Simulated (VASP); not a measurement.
CdSe:

```xyz
2
Lattice="0.0000 2.8740 2.8740 2.8740 0.0000 2.8740 2.8740 2.8740 0.0000" Properties=species:S:1:pos:R:3 pbc="T T T"
Cd    0.0000    0.0000    0.0000
Se    2.8740    2.8740    2.8740
```

- Program: VASP 6.6.1
- Task: relaxation of cell and atoms
- Functional: revPBE
- Dispersion: D3(BJ)
- Potentials or basis: VASP PAW PBE potentials, release 64 (Cd, Se)
- Cutoff: 600 eV
- k mesh: 8 × 8 × 8
- Occupations: fermi-dirac, width 0.05 eV
- Spin: no spin polarisation

At the start: pressure -3.7 GPa; volume 23.74 Å³/atom.

Task: How do energy, volume and symmetry change on relaxing?

Result: Over 3 steps the energy falls by 16.8 meV/atom and the volume is 22.36 Å³/atom (-5.8 %); space group Fm-3m (No. 225, to 0.05 Å).

The path:
| step | energy change (eV) | largest force (eV/Å) | pressure (GPa) | volume (Å³) |
| --- | --- | --- | --- | --- |
| 1 | 0.0000 | 0.0000 | -3.65 | 47.48 |
| 2 | -0.0297 | 0.0000 | 1.47 | 43.85 |
| 3 | -0.0335 | 0.0000 | 0.01 | 44.71 |

Final structure:
```cif
data_structure
_symmetry_space_group_name_H-M 'P 1'
_symmetry_Int_Tables_number 1
_cell_length_a 3.9840
_cell_length_b 3.9840
_cell_length_c 3.9840
_cell_angle_alpha 60.000
_cell_angle_beta 60.000
_cell_angle_gamma 60.000
_cell_volume 44.71
loop_
_atom_site_label
_atom_site_type_symbol
_atom_site_fract_x
_atom_site_fract_y
_atom_site_fract_z
_atom_site_occupancy
Cd1 Cd 0.00000 0.00000 0.00000 1
Se1 Se 0.50000 0.50000 0.50000 1
```

Caveat: the PAW data sets were made with another functional, which shifts forces and pressure a little; pairwise dispersion overbinds metals, which lowers pressure and volume.
